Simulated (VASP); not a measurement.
# Sn8O14F (a cell with a defect) in VASP: a series of runs

Sn8O14F (a cell with a defect) is run at these levels: PBE; tasks: single point.

Everything below comes from runs of VASP 6.6.1. Logs are shortened: lines on timing, memory, paths and dates and some standing lists are left out, and cuts for length are marked.

### Step 1. The cell of the first run

The cell holds a defect, 23 atoms: a = 6.701 Å, b = 6.701 Å, c = 6.373 Å, α = 90.00°, β = 90.00°, γ = 90.00°.

### Step 2. Single point, PBE

INCAR reads:

```
  PREC = Accurate
  ENCUT = 520
  EDIFF = 1E-7
  ISMEAR = 0
  SIGMA = 0.02
  LREAL = Auto
  LASPH = True
  NELM = 80
  ALGO = Normal
  ISIF = 2
  LWAVE = False
  LCHARG = False
  GGA = PE
  NBANDS = 118
  NELECT = 202.0
```

KPOINTS reads:

```
Automatic mesh
0
Gamma
  2 2 2
```

POSCAR reads:

```
Sn8O14F
1.0
   -4.7380000000     -4.7380000000      0.0000000000
    4.7380000000     -4.7380000000      0.0000000000
    0.0000000000      0.0000000000      6.3730000000
Sn O F
8 14 1
Direct
    0.5007820141      0.4992245508      0.0002874045
   -0.0015614762      0.4992986090      0.2491435357
    0.4974188488      0.4993446220      0.5003033651
   -0.0015753819      0.4993067096      0.7515126509
    0.0667981453     -0.0006874359      0.0004155676
    0.4835719907     -0.0007577186      0.2523330965
   -0.0161826793     -0.0007166217      0.5004272239
    0.4833283428     -0.0007206109      0.7486575131
    0.1953359871      0.4991318931      0.0003421796
    0.0000917916      0.1913864190      0.2451512253
    0.8034514678      0.4993856429      0.0003581324
    0.0002587289      0.8071848096      0.2451279310
    0.1935061691      0.4992134252      0.5003224802
    0.0001847483      0.1913874164      0.7556731830
    0.8024573902      0.4993348445      0.5003257306
    0.0002937858      0.8071915022      0.7556743327
    0.4978262624      0.6968976810      0.2468428970
    0.4979421558      0.3015613560      0.2469116086
    0.6801958111     -0.0010867547      0.5005160081
    0.4977750217      0.6969050646      0.7537709824
    0.2911563372     -0.0008108489      0.5003824151
    0.4980103468      0.3016169801      0.7536788461
    0.7028494919     -0.0008521352      0.0004113908
```

Potentials or basis: VASP PAW PBE potentials, release 64 (Sn_d, O, F).

On the command line:

```sh
$ cat potpaw_PBE.64/Sn_d/POTCAR potpaw_PBE.64/O/POTCAR potpaw_PBE.64/F/POTCAR > POTCAR
$ mpirun -np 1 vasp_std > vasp.out
```

OUTCAR:

```text
PREC = Accurate
   ENCUT = 520
   EDIFF = 1E-7
   ISMEAR = 0
   LREAL = Auto
   LASPH = True
   NELM = 80
   ISIF = 2
   GGA = PE
   NELECT = 202.0

 ion  position               nearest neighbor table
   1  0.501  0.499  0.000-  11 2.03   9 2.05  20 2.06  22 2.06  17 2.06  18 2.06   3 3.19   3 3.19
                             4 3.69   2 3.69   8 3.72   8 3.72   6 3.72   6 3.72   4 3.72   2 3.72
   2  0.998  0.499  0.249-  11 2.05   9 2.06  12 2.06  10 2.06  13 2.07  15 2.07   4 3.17   4 3.20
                             1 3.69   3 3.71   7 3.71   7 3.71   3 3.72   1 3.72   5 3.73   5 3.73
   3  0.497  0.499  0.500-  13 2.04  15 2.04  17 2.09  20 2.09  22 2.09  18 2.09   1 3.19   1 3.19
                             6 3.70   6 3.71   8 3.71   2 3.71   8 3.71   4 3.71   2 3.72   4 3.72
   4  0.998  0.499  0.752-  11 2.05   9 2.06  16 2.06  14 2.06  13 2.07  15 2.07   2 3.17   2 3.20
                             1 3.69   3 3.71   7 3.71   7 3.71   3 3.72   1 3.72   5 3.73   5 3.74
   5  0.067  0.999  0.000-  12 2.07  14 2.07  16 2.07  10 2.07  23 2.44   8 3.22   6 3.22   7 3.23
                             7 3.23   2 3.73   2 3.73   4 3.73   4 3.74
   6  0.484  0.999  0.252-  18 2.03  17 2.03  21 2.04  19 2.06  23 2.18   8 3.16   8 3.21   5 3.22
                             7 3.70   3 3.70   3 3.71   7 3.71   1 3.72   1 3.72
   7  0.984  0.999  0.500-  19 2.03  21 2.06  16 2.08  14 2.08  10 2.08  12 2.08   5 3.23   5 3.23
                             8 3.70   6 3.70   6 3.71   8 3.71   4 3.71   4 3.71   2 3.71   2 3.71
   8  0.483  0.999  0.749-  22 2.03  20 2.03  21 2.04  19 2.06  23 2.18   6 3.16   6 3.21   5 3.22
                             7 3.70   3 3.71   3 3.71   7 3.71   1 3.72   1 3.72
   9  0.195  0.499  0.000-   1 2.05   2 2.06   4 2.06
  10  0.000  0.191  0.245-   2 2.06   5 2.07   7 2.08
  11  0.803  0.499  0.000-   1 2.03   2 2.05   4 2.05
  12  0.000  0.807  0.245-   2 2.06   5 2.07   7 2.08
  13  0.194  0.499  0.500-   3 2.04   2 2.07   4 2.07
  14  0.000  0.191  0.756-   4 2.06   5 2.07   7 2.08
  15  0.802  0.499  0.500-   3 2.04   4 2.07   2 2.07
  16  0.000  0.807  0.756-   4 2.06   5 2.07   7 2.08
  17  0.498  0.697  0.247-   6 2.03   1 2.06   3 2.09
  18  0.498  0.302  0.247-   6 2.03   1 2.06   3 2.09
  19  0.680  0.999  0.501-   7 2.03   6 2.06   8 2.06
  20  0.498  0.697  0.754-   8 2.03   1 2.06   3 2.09
  21  0.291  0.999  0.500-   6 2.04   8 2.04   7 2.06
  22  0.498  0.302  0.754-   8 2.03   1 2.06   3 2.09
  23  0.703  0.999  0.000-   6 2.18   8 2.18   5 2.44

  LATTYP: Found a simple tetragonal cell.
 ALAT       =     6.7005438585
 C/A-ratio  =     0.9511168249

  Lattice vectors:

 A1 = (  -4.7380000000,  -4.7380000000,   0.0000000000)
 A2 = (   4.7380000000,  -4.7380000000,   0.0000000000)
 A3 = (   0.0000000000,   0.0000000000,   6.3730000000)

Analysis of symmetry for initial positions (statically):
=====================================================================
 Subroutine PRICEL returns:
[... 162 lines left out ...]
   EFERMI =   0.00;   METHOD = LEGACY
   ISMEAR =     0;   SIGMA  =   0.02  broadening in eV -4-tet -1-fermi 0-gaus
   EFERMI_NEDOS =   21; number of points for ismear=-14 and -15
   IALGO  =     38    algorithm
   IMIX   =      4    mixing-type and parameters
     AMIX     =   0.40;   BMIX     =  1.00
     AMIX_MAG =   1.60;   BMIX_MAG =  1.00
  volume/ion in A,a.u.               =      12.44        83.95
  Fermi-wavevector in a.u.,A,eV,Ry     =   1.457708  2.754669 28.911201  2.124913
  Thomas-Fermi vector in A             =   2.574478
   LORBIT       =      0    0 simple, 1 ext, 2 COOP (PROOUT), +10 PAW based schemes
   GGA     = PE    functional components
   LHFCALC =     F    Hartree Fock is set to
   AEXX    =    0.0000 exact exchange contribution
   IVDW    =     0    specifies the selected vdW correction
   LEPSILON=     F    determine dielectric tensor
   LRPA    =     F    only Hartree local field effects (RPA)
 non-spin polarized calculation
 Gauss-broadening in eV      SIGMA  =   0.02
  energy-cutoff  :      520.00
  volume of cell :      286.13
 maximum number of plane-waves:      7760
 NGX is ok and might be reduce to    50
   NGX = 25   NGY = 25   NGZ = 23

 number of electron     202.0000007 magnetization

 Free energy of the ion-electron system (eV)
  ---------------------------------------------------
  ext. energy  EPLUGINS =         0.00000000
  ---------------------------------------------------
  free energy    TOTEN  =      -145.15253109 eV

  energy without entropy =     -145.15253109  energy(sigma->0) =     -145.15253109

 E-fermi :   6.5651     XC(G=0): -11.0814

 val. band max:        6.4238819843   @ k =   0.5000   0.5000   0.5000
 cond. band min:       7.7105684780   @ k =   0.0000   0.0000   0.5000
 fundamental gap:      1.2866864937
 Fermi energy:         6.5650985825

 k-point     1 :       0.0000    0.0000    0.0000
  band No.  band energies     occupation
      1     -17.3781      2.00000
      2     -15.1449      2.00000
      3     -14.8579      2.00000
      4     -14.8080      2.00000
      5     -14.7943      2.00000
      6     -14.7754      2.00000
[... 917 lines left out ...]
    112      14.3265      0.00000
    113      14.5084      0.00000
 [bands above 113 left out]

------------------------ aborting loop because EDIFF is reached ----------------------------------------

  FORCE on cell =-STRESS in cart. coord.  units (eV):
  Direction    XX          YY          ZZ          XY          YZ          ZX
  --------------------------------------------------------------------------------------
  -------------------------------------------------------------------------------------
  Total        1.9913492      2.0025548      6.3596451     -0.3824550     -0.0118581     -0.0179595
  in kB       11.1504907     11.2132360     35.6106117     -2.1415435     -0.0663992     -0.1005634
  external PRESSURE =      19.3247794 kB  Pullay stress =       0.0000000 kB

 VOLUME and BASIS-vectors are now :
 -----------------------------------------------------------------------------
  energy-cutoff  :      520.00
  volume of cell :      286.13
      direct lattice vectors                 reciprocal lattice vectors
    -4.738000000 -4.738000000  0.000000000    -0.105529759 -0.105529759  0.000000000
     4.738000000 -4.738000000  0.000000000     0.105529759 -0.105529759  0.000000000
     0.000000000  0.000000000  6.373000000     0.000000000  0.000000000  0.156911972

 POSITION                                       TOTAL-FORCE (eV/Angst)
 -----------------------------------------------------------------------------------
     -0.00738     -4.73803      0.00183        -0.005251      0.016419      0.000367
     -2.36492     -7.09628      1.58779         0.012633      0.001705      0.001501
      0.00912     -4.72267      3.18843        -0.005141      0.002801      0.003124
     -2.36482     -7.09625      4.78939         0.009245     -0.000055     -0.001679
      4.41825     -5.05123      0.00265        -0.032981     -0.025081      0.000743
      2.44325     -7.02557      1.60812         0.018919      0.007447     -0.035366
[... 15 lines left out ...]
     -0.93051     -3.78863      4.80320        -0.011190      0.006692      0.001317
      1.40386     -8.06406      0.00262        -0.018390     -0.020317      0.001658
 -----------------------------------------------------------------------------------
    total drift:                                0.021667      0.005321      0.010060

  FREE ENERGIE OF THE ION-ELECTRON SYSTEM (eV)
  ---------------------------------------------------
  free  energy   TOTEN  =      -145.1525310895 eV

  energy  without entropy=     -145.1525310895  energy(sigma->0) =     -145.15253109
```

OSZICAR:

```text
N       E                     dE             d eps       ncg     rms          rms(c)
DAV:   1     0.377787504249E+04    0.37779E+04   -0.85771E+04  2122   0.272E+03
DAV:   2     0.826842886672E+03   -0.29510E+04   -0.28235E+04  1896   0.874E+02
DAV:   3    -0.619701985722E+02   -0.88881E+03   -0.85538E+03  2060   0.332E+02
DAV:   4    -0.163471914925E+03   -0.10150E+03   -0.99748E+02  2176   0.123E+02
DAV:   5    -0.167678314735E+03   -0.42064E+01   -0.41690E+01  2232   0.250E+01    0.299E+01
DAV:   6    -0.144595292557E+03    0.23083E+02   -0.86810E+01  2872   0.688E+01    0.107E+01
DAV:   7    -0.145279997944E+03   -0.68471E+00   -0.10485E+01  2112   0.102E+01    0.658E+00
DAV:   8    -0.145236773031E+03    0.43225E-01   -0.16831E+00  2640   0.723E+00    0.194E+00
DAV:   9    -0.145146235089E+03    0.90538E-01   -0.36341E-01  2712   0.441E+00    0.416E-01
DAV:  10    -0.145151642057E+03   -0.54070E-02   -0.74592E-02  2392   0.112E+00    0.267E-01
DAV:  11    -0.145152354669E+03   -0.71261E-03   -0.57209E-03  2528   0.427E-01    0.139E-01
DAV:  12    -0.145152533688E+03   -0.17902E-03   -0.18393E-03  2408   0.194E-01    0.449E-02
DAV:  13    -0.145152527371E+03    0.63161E-05   -0.20750E-04  2488   0.799E-02    0.117E-02
DAV:  14    -0.145152532526E+03   -0.51547E-05   -0.48964E-05  2200   0.234E-02    0.106E-02
DAV:  15    -0.145152531489E+03    0.10376E-05   -0.56400E-06  2512   0.136E-02    0.363E-03
DAV:  16    -0.145152531328E+03    0.16066E-06   -0.25620E-06  2464   0.824E-03    0.129E-03
DAV:  17    -0.145152531189E+03    0.13884E-06   -0.23271E-07  1552   0.268E-03    0.699E-04
DAV:  18    -0.145152531090E+03    0.99593E-07   -0.65800E-08  1216   0.153E-03
   1 F= -.14515253E+03 E0= -.14515253E+03  d E =-.314395E-24
```

stdout:

```text
POSCAR found type information on POSCAR SnO F
 POSCAR found :  3 types and      23 ions
 scaLAPACK will be used
 LDA part: xc-table for (Slater+PW92), standard interpolation
 POSCAR, INCAR and KPOINTS ok, starting setup
 FFT: planning ... GRIDC
 FFT: planning ... GRID_SOFT
 FFT: planning ... GRID
 WAVECAR not read
 entering main loop
 the old and the new charge density differ
 old charge density:   203.00000 new  202.00000
    0.299E+01
```

It took 4.6 min on 1 thread of AMD EPYC 9R45 (Zen 5), shared host; peak memory 0.41 GiB.

What came out:

```
Free energy   : -145.1525 eV
Largest force : 0.045 eV/Å
```

Forces in eV/Å, atoms in the order of the input:
```
Sn  -0.005  0.016  0.000
Sn   0.013  0.002  0.002
Sn  -0.005  0.003  0.003
Sn   0.009  0.000 -0.002
Sn  -0.033 -0.025  0.001
Sn   0.019  0.007 -0.035
Sn   0.001  0.011 -0.003
Sn   0.017  0.014  0.039
O   -0.015 -0.017 -0.002
O    0.004 -0.005 -0.012
O    0.010  0.011 -0.003
O   -0.006  0.006 -0.011
O   -0.009 -0.010  0.003
O    0.008 -0.007  0.008
O    0.014  0.013  0.000
O   -0.009  0.007  0.011
O    0.007 -0.009 -0.002
O   -0.011  0.003  0.002
O   -0.011 -0.026 -0.003
O    0.005 -0.008  0.003
O    0.027  0.028 -0.002
O   -0.011  0.007  0.001
F   -0.018 -0.020  0.002
```

Levels at points of the mesh, in eV from the Fermi level:
```tsv
k point	band 99	band 100	band 101	band 102	band 103	band 104
(0.00, 0.00, 0.00)	-1.38	-1.34	-0.69	1.94	2.21	2.41
(0.50, 0.00, 0.00)	-1.16	-0.98	-0.68	1.37	2.40	3.23
(0.00, 0.50, 0.00)	-1.32	-1.18	-0.27	2.39	2.50	3.19
(0.50, 0.50, 0.00)	-1.21	-1.18	-0.55	2.06	3.17	3.45
(0.00, 0.00, 0.50)	-1.07	-1.06	-0.56	1.15	2.38	3.78
(0.50, 0.00, 0.50)	-1.02	-1.02	-0.67	1.41	2.19	3.91
(0.00, 0.50, 0.50)	-1.10	-1.09	-0.24	2.16	2.91	3.72
(0.50, 0.50, 0.50)	-1.32	-1.30	-0.14	2.20	2.56	4.70
```

Caveat: the k points lie up to 0.49 Å⁻¹ apart; the cell carries a net charge on a neutralising background, which shifts energy and pressure; the cell is charged against a uniform background, so pressure and absolute levels hang on convention; spin-orbit coupling is left out, which moves the levels of the heavy elements.

(Part 1 of 2 ends here.)
